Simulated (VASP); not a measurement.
# SnSe4 (P6/mmm) in VASP: a series of runs

Runs on SnSe4. Level: PBE. Tasks: single point, relaxation of cell and atoms.

Program: VASP 6.6.1. These are calculated values, not measurements. Logs are shortened: lines on timing, memory, paths and dates and some standing lists are left out, and cuts for length are marked.

### Step 1. The cell of the first run

It takes space group P6/mmm (No. 191, hexagonal). Conventional cell: a = 4.473 Å, b = 4.473 Å, c = 10.687 Å, α = 90.00°, β = 90.00°, γ = 120.00°. Within 3.1 Å of Sn (site symmetry 6/mmm) lie 2 Se at 2.34 Å. Se (site symmetry -6m2) has 3 Se at 2.58 Å within 3.4 Å. Within 3.1 Å of Se (site symmetry 6mm) lie 1 Sn at 2.34 Å.

### Step 2. Single point, PBE

The input, INCAR:

```
PREC = Accurate
ENCUT = 520
EDIFF = 1E-6
ISMEAR = 0
SIGMA = 0.1
LREAL = False
LASPH = True
NELM = 60
ALGO = Normal
ISIF = 2
LWAVE = False
LCHARG = False
GGA = PE
NBANDS = 27
```

The input, KPOINTS:

```
Automatic mesh
0
Gamma
  6 6 2
```

The input, POSCAR:

```
SnSe4
1.0
    4.4734631543      0.0000000033      0.0000000000
   -2.2367315799      3.8741327329      0.0000000000
    0.0000000000      0.0000000000     10.6869895998
Sn Se
1 4
Direct
    0.0000000000      0.0000000000      0.5000000000
    0.3333333333      0.6666666667      0.0000000000
    0.6666666667      0.3333333333      0.0000000000
    0.0000000000      0.0000000000      0.7189655422
    0.0000000000      0.0000000000      0.2810344578
```

Potentials or basis: VASP PAW PBE potentials, release 64 (Sn_d, Se).

The run is started by

```console
$ cat potpaw_PBE.64/Sn_d/POTCAR potpaw_PBE.64/Se/POTCAR > POTCAR
$ mpirun -np 1 vasp_std > vasp.out
```

OUTCAR:

```text
PREC = Accurate
   ENCUT = 520
   EDIFF = 1E-6
   ISMEAR = 0
   LREAL = False
   LASPH = True
   NELM = 60
   ISIF = 2
   GGA = PE

 ion  position               nearest neighbor table
   1  0.000  0.000  0.500-   4 2.34   5 2.34
   2  0.333  0.667  0.000-   3 2.58   3 2.58   3 2.58
   3  0.667  0.333  0.000-   2 2.58   2 2.58   2 2.58
   4  0.000  0.000  0.719-   1 2.34
   5  0.000  0.000  0.281-   1 2.34

  LATTYP: Found a hexagonal cell.
 ALAT       =     4.4734631543
 C/A-ratio  =     2.3889745441

  Lattice vectors:

 A1 = (   4.4734631543,   0.0000000033,   0.0000000000)
 A2 = (  -2.2367315799,   3.8741327329,   0.0000000000)
 A3 = (   0.0000000000,   0.0000000000,  10.6869895998)

Analysis of symmetry for initial positions (statically):
=====================================================================
 Subroutine PRICEL returns:
 Original cell was already a primitive cell.

 Routine SETGRP: Setting up the symmetry group for a
 hexagonal supercell.

 Subroutine GETGRP returns: Found 24 space group operations
 (whereof 24 operations were pure point group operations)
 out of a pool of 24 trial point group operations.

The static configuration has the point symmetry D_6h.

Analysis of symmetry for dynamics (positions and initial velocities):
=====================================================================
 Subroutine PRICEL returns:
 Original cell was already a primitive cell.

 Routine SETGRP: Setting up the symmetry group for a
 hexagonal supercell.

 Subroutine GETGRP returns: Found 24 space group operations
 (whereof 24 operations were pure point group operations)
 out of a pool of 24 trial point group operations.

The dynamic configuration has the point symmetry D_6h.

 Subroutine INISYM returns: Found 24 space group operations
 (whereof 24 operations are pure point group operations),
 and found     1 'primitive' translations

----------------------------------------------------------------------------------------

                                     Primitive cell

  volume of cell :     185.2140

  direct lattice vectors                    reciprocal lattice vectors
     4.473463154  0.000000003  0.000000000     0.223540457  0.129061143  0.000000000
    -2.236731580  3.874132733  0.000000000    -0.000000000  0.258122287  0.000000000
     0.000000000  0.000000000 10.686989600     0.000000000  0.000000000  0.093571720

  length of vectors
     4.473463154  4.473463154 10.686989600     0.258122287  0.258122287  0.093571720

  position of ions in fractional coordinates (direct lattice)
     0.000000000  0.000000000  0.500000000
     0.333333333  0.666666667  0.000000000
     0.666666667  0.333333333  0.000000000
     0.000000000  0.000000000  0.718965542
     0.000000000  0.000000000  0.281034458

  ion indices of the primitive-cell ions
   primitive index   ion index
                 1           1
                 2           2
                 3           3
                 4           4
                 5           5

----------------------------------------------------------------------------------------

 KPOINTS: Automatic mesh

Automatic generation of k-mesh.
 Grid dimensions read from file:
 generate k-points for:    6    6    2

 Generating k-lattice:

  Cartesian coordinates                     Fractional coordinates (reciprocal lattice)
     0.037256743  0.021510191  0.000000000     0.166666667  0.000000000  0.000000000
    -0.000000000  0.043020381  0.000000000     0.000000000  0.166666667  0.000000000
     0.000000000  0.000000000  0.046785860     0.000000000  0.000000000  0.500000000

  Length of vectors
     0.043020381  0.043020381  0.046785860

  Shift w.r.t. Gamma in fractional coordinates (k-lattice)
     0.000000000  0.000000000  0.000000000

 Subroutine IBZKPT returns following result:
 ===========================================

 Found     14 irreducible k-points:

 Following reciprocal coordinates:
            Coordinates               Weight
  0.000000  0.000000  0.000000      1.000000
  0.166667  0.000000  0.000000      6.000000
  0.333333  0.000000  0.000000      6.000000
  0.500000  0.000000  0.000000      3.000000
  0.166667  0.166667  0.000000      6.000000
  0.333333  0.166667  0.000000     12.000000
  0.333333  0.333333  0.000000      2.000000
  0.000000  0.000000  0.500000      1.000000
  0.166667  0.000000  0.500000      6.000000
  0.333333  0.000000  0.500000      6.000000
  0.500000  0.000000  0.500000      3.000000
  0.166667  0.166667  0.500000      6.000000
  0.333333  0.166667  0.500000     12.000000
  0.333333  0.333333  0.500000      2.000000
   k-points           NKPTS =     14   k-points in BZ     NKDIM =     14   number of bands    NBANDS=     27
   number of dos      NEDOS =    301   number of ions     NIONS =      5
   total plane-waves  NPLWV = 103680
   dimension x,y,z NGX =    36 NGY =   36 NGZ =   80
   dimension x,y,z NGXF=    72 NGYF=   72 NGZF=  160
   ions per type =               1   4
   NGX,Y,Z   is equivalent  to a cutoff of  13.38, 13.38, 12.44 a.u.
   NGXF,Y,Z  is equivalent  to a cutoff of  26.76, 26.76, 24.89 a.u.
 SYSTEM =  unknown system
   PREC   = accura    normal or accurate (medium, high low for compatibility)
   ISTART =      0    job   : 0-new  1-cont  2-samecut
   ICHARG =      2    charge: 1-file 2-atom 10-const
   ISPIN  =      1    spin polarized calculation?
   LNONCOLLINEAR =      F non collinear calculations
   LSORBIT =      F    spin-orbit coupling
   LASPH  =      T    aspherical Exc in radial PAW
   ENCUT  =  520.0 eV  38.22 Ry    6.18 a.u.   8.32  8.32 19.87*2*pi/ulx,y,z
   NELM   =     60;   NELMIN=  2; NELMDL= -5     # of ELM steps
   EDIFF  = 0.1E-05   stopping-criterion for ELM
   LREAL  =      F    real-space projection
   EDIFFG = 0.1E-04   stopping-criterion for IOM
   NSW    =      0    number of steps for IOM
   IBRION =     -1    ionic relax: 0-MD 1-quasi-New 2-CG
   NFREE  =      0    steps in history (QN), initial steepest desc. (CG)
   ISIF   =      2    stress and relaxation
   ISYM   =      2    0-nonsym 1-usesym 2-fastsym
   POTIM  = 0.5000    time-step for ionic-motion
   TEBEG  =    0.0;   TEEND  =   0.0 temperature during run
   PSTRESS=    0.0 pullay stress
   NELECT =      38.0000    total number of electrons
   NUPDOWN=      -1.0000    fix difference up-down
   EMIN   =  10.00;   EMAX   =-10.00  energy-range for DOS
   EFERMI =   0.00;   METHOD = LEGACY
   ISMEAR =     0;   SIGMA  =   0.10  broadening in eV -4-tet -1-fermi 0-gaus
   EFERMI_NEDOS =   21; number of points for ismear=-14 and -15
   IALGO  =     38    algorithm
   IMIX   =      4    mixing-type and parameters
     AMIX     =   0.40;   BMIX     =  1.00
     AMIX_MAG =   1.60;   BMIX_MAG =  1.00
  volume/ion in A,a.u.               =      37.04       249.98
  Fermi-wavevector in a.u.,A,eV,Ry     =   0.965557  1.824639 12.684727  0.932301
  Thomas-Fermi vector in A             =   2.095284
   LORBIT       =      0    0 simple, 1 ext, 2 COOP (PROOUT), +10 PAW based schemes
   GGA     = PE    functional components
   LHFCALC =     F    Hartree Fock is set to
   AEXX    =    0.0000 exact exchange contribution
   IVDW    =     0    specifies the selected vdW correction
   LEPSILON=     F    determine dielectric tensor
   LRPA    =     F    only Hartree local field effects (RPA)
 non-spin polarized calculation
 Gauss-broadening in eV      SIGMA  =   0.10
  energy-cutoff  :      520.00
  volume of cell :      185.21
 maximum number of plane-waves:      5019
 NGX is ok and might be reduce to    36
   NGX = 17   NGY = 17   NGZ = 39

 number of electron      38.0000006 magnetization

 Free energy of the ion-electron system (eV)
  ---------------------------------------------------
  ext. energy  EPLUGINS =         0.00000000
  ---------------------------------------------------
  free energy    TOTEN  =       -15.57931053 eV

  energy without entropy =      -15.57182600  energy(sigma->0) =      -15.57556827

 E-fermi :   1.1571     XC(G=0):  -7.7243

 val. band max:        1.0911375353   @ k =   0.1667   0.1667   0.0000
 cond. band min:       1.2904962113   @ k =   0.0000   0.0000   0.0000
 fundamental gap:      0.1993586761
 Fermi energy:         1.1570618691

 k-point     1 :       0.0000    0.0000    0.0000
  band No.  band energies     occupation
      1     -20.8018      2.00000
      2     -20.7000      2.00000
      3     -20.7000      2.00000
      4     -20.5567      2.00000
      5     -20.5567      2.00000
      6     -14.0989      2.00000
[... 19 lines left out ...]
     26       6.5390      0.00000
     27       7.8051      0.00000

 k-point     2 :       0.1667    0.0000    0.0000
  band No.  band energies     occupation
      1     -20.8011      2.00000
      2     -20.7000      2.00000
      3     -20.6985      2.00000
      4     -20.5573      2.00000
      5     -20.5568      2.00000
      6     -13.9057      2.00000
[... 19 lines left out ...]
     26       7.0531      0.00000
     27       7.9961      0.00000

 k-point     3 :       0.3333    0.0000    0.0000
  band No.  band energies     occupation
      1     -20.7999      2.00000
      2     -20.7000      2.00000
      3     -20.6954      2.00000
      4     -20.5585      2.00000
      5     -20.5571      2.00000
      6     -13.3712      2.00000
[... 19 lines left out ...]
     26       7.5870      0.00000
     27       8.4200      0.00000

 k-point     4 :       0.5000    0.0000    0.0000
  band No.  band energies     occupation
      1     -20.7992      2.00000
      2     -20.6999      2.00000
      3     -20.6939      2.00000
      4     -20.5591      2.00000
      5     -20.5573      2.00000
      6     -12.8893      2.00000
[... 19 lines left out ...]
     26       7.7746      0.00000
     27       8.2244      0.00000

 k-point     5 :       0.1667    0.1667    0.0000
  band No.  band energies     occupation
      1     -20.8002      2.00000
      2     -20.6996      2.00000
      3     -20.6966      2.00000
      4     -20.5581      2.00000
      5     -20.5572      2.00000
      6     -13.5353      2.00000
[... 19 lines left out ...]
     26       7.4117      0.00000
     27       7.7301      0.00000

 k-point     6 :       0.3333    0.1667    0.0000
  band No.  band energies     occupation
      1     -20.7992      2.00000
      2     -20.6989      2.00000
      3     -20.6949      2.00000
      4     -20.5588      2.00000
      5     -20.5576      2.00000
      6     -12.9036      2.00000
[... 19 lines left out ...]
     26       7.2328      0.00000
     27       7.7696      0.00000

 k-point     7 :       0.3333    0.3333    0.0000
  band No.  band energies     occupation
      1     -20.7989      2.00000
      2     -20.6965      2.00000
      3     -20.6965      2.00000
      4     -20.5584      2.00000
      5     -20.5584      2.00000
      6     -12.2083      2.00000
[... 19 lines left out ...]
     26       7.0046      0.00000
     27       8.5276      0.00000

 k-point     8 :       0.0000    0.0000    0.5000
  band No.  band energies     occupation
      1     -20.8018      2.00000
      2     -20.7000      2.00000
      3     -20.7000      2.00000
      4     -20.5567      2.00000
      5     -20.5567      2.00000
      6     -14.0989      2.00000
[... 19 lines left out ...]
     26       6.0291      0.00000
     27       7.0489      0.00000

 k-point     9 :       0.1667    0.0000    0.5000
  band No.  band energies     occupation
      1     -20.8011      2.00000
      2     -20.7000      2.00000
      3     -20.6985      2.00000
      4     -20.5573      2.00000
      5     -20.5568      2.00000
      6     -13.9058      2.00000
[... 19 lines left out ...]
     26       6.7091      0.00000
     27       7.7206      0.00000

 k-point    10 :       0.3333    0.0000    0.5000
  band No.  band energies     occupation
      1     -20.7999      2.00000
      2     -20.7000      2.00000
      3     -20.6954      2.00000
      4     -20.5585      2.00000
      5     -20.5571      2.00000
      6     -13.3712      2.00000
[... 19 lines left out ...]
     26       7.3304      0.00000
     27       8.1727      0.00000

 k-point    11 :       0.5000    0.0000    0.5000
  band No.  band energies     occupation
      1     -20.7992      2.00000
      2     -20.6999      2.00000
      3     -20.6939      2.00000
      4     -20.5591      2.00000
      5     -20.5573      2.00000
      6     -12.8893      2.00000
[... 19 lines left out ...]
     26       7.2899      0.00000
     27       7.6554      0.00000

 k-point    12 :       0.1667    0.1667    0.5000
  band No.  band energies     occupation
      1     -20.8002      2.00000
      2     -20.6996      2.00000
      3     -20.6966      2.00000
      4     -20.5581      2.00000
      5     -20.5572      2.00000
      6     -13.5353      2.00000
[... 19 lines left out ...]
     26       7.6809      0.00000
     27       7.8263      0.00000

 k-point    13 :       0.3333    0.1667    0.5000
  band No.  band energies     occupation
      1     -20.7992      2.00000
      2     -20.6989      2.00000
      3     -20.6949      2.00000
      4     -20.5588      2.00000
      5     -20.5576      2.00000
      6     -12.9036      2.00000
[... 19 lines left out ...]
     26       7.3847      0.00000
     27       8.0639      0.00000

 k-point    14 :       0.3333    0.3333    0.5000
  band No.  band energies     occupation
      1     -20.7989      2.00000
      2     -20.6966      2.00000
      3     -20.6966      2.00000
      4     -20.5584      2.00000
      5     -20.5584      2.00000
      6     -12.2083      2.00000
[... 19 lines left out ...]
     26       8.2011      0.00000
     27       8.5887      0.00000

------------------------ aborting loop because EDIFF is reached ----------------------------------------

  FORCE on cell =-STRESS in cart. coord.  units (eV):
  Direction    XX          YY          ZZ          XY          YZ          ZX
  --------------------------------------------------------------------------------------
  -------------------------------------------------------------------------------------
  Total        0.4162822      0.4162822     -0.1658556      0.0000000     -0.0000000     -0.0000000
  in kB        3.6010128      3.6010128     -1.4347197      0.0000000     -0.0000000     -0.0000000
  external PRESSURE =       1.9224353 kB  Pullay stress =       0.0000000 kB

 VOLUME and BASIS-vectors are now :
 -----------------------------------------------------------------------------
  energy-cutoff  :      520.00
  volume of cell :      185.21
      direct lattice vectors                 reciprocal lattice vectors
     4.473463154  0.000000003  0.000000000     0.223540457  0.129061143  0.000000000
    -2.236731580  3.874132733  0.000000000    -0.000000000  0.258122287  0.000000000
     0.000000000  0.000000000 10.686989600     0.000000000  0.000000000  0.093571720

 POSITION                                       TOTAL-FORCE (eV/Angst)
 -----------------------------------------------------------------------------------
      0.00000      0.00000      5.34349        -0.000000      0.000000      0.000000
     -0.00000      2.58276      0.00000        -0.000000     -0.000000      0.000000
      2.23673      1.29138      0.00000         0.000000      0.000000      0.000000
      0.00000      0.00000      7.68358         0.000000     -0.000000     -0.046565
      0.00000      0.00000      3.00341        -0.000000      0.000000      0.046565
 -----------------------------------------------------------------------------------
    total drift:                                0.000000      0.000000      0.000000

  FREE ENERGIE OF THE ION-ELECTRON SYSTEM (eV)
  ---------------------------------------------------
  free  energy   TOTEN  =       -15.5793105334 eV

  energy  without entropy=      -15.5718259984  energy(sigma->0) =      -15.57556827
```

Wall time 31 s (1 thread of Intel Xeon 6975P-C (Granite Rapids), shared host); peak memory 0.33 GiB.

Results:

| Item | Value |
| --- | --- |
| Free energy | -15.5793 eV |
| Pressure | 0.2 GPa |
| Largest force | 0.047 eV/Å |
| Band gap on the k mesh | zero (band 19 reaches 1.46 eV, above the bottom of band 20 at 0.44 eV) |

Forces in eV/Å, atoms in the order of the input:
```
Sn   0.000  0.000  0.000
Se   0.000  0.000  0.000
Se   0.000  0.000  0.000
Se   0.000  0.000 -0.047
Se   0.000  0.000  0.047
```

Levels at points of the mesh, in eV from the Fermi level:
| k point | band 17 | band 18 | band 19 | band 20 | band 21 | band 22 |
| --- | --- | --- | --- | --- | --- | --- |
| (0.00, 0.00, 0.00) | -0.32 | -0.32 | 0.13 | 0.13 | 0.77 | 0.80 |
| (0.50, 0.00, 0.00) | -1.02 | -1.01 | -0.61 | 0.94 | 1.59 | 1.59 |
| (0.00, 0.00, 0.50) | -0.52 | -0.52 | 0.30 | 0.30 | 0.80 | 1.26 |
| (0.50, 0.00, 0.50) | -1.36 | -1.19 | -0.56 | 1.23 | 1.55 | 1.58 |

Caveat: spin-orbit coupling is left out, which moves the levels of the heavy elements; this functional lacks dispersion, which binds the layers, so the pressure and a relaxed spacing across them are unreliable.

[end of part 1 of 2]
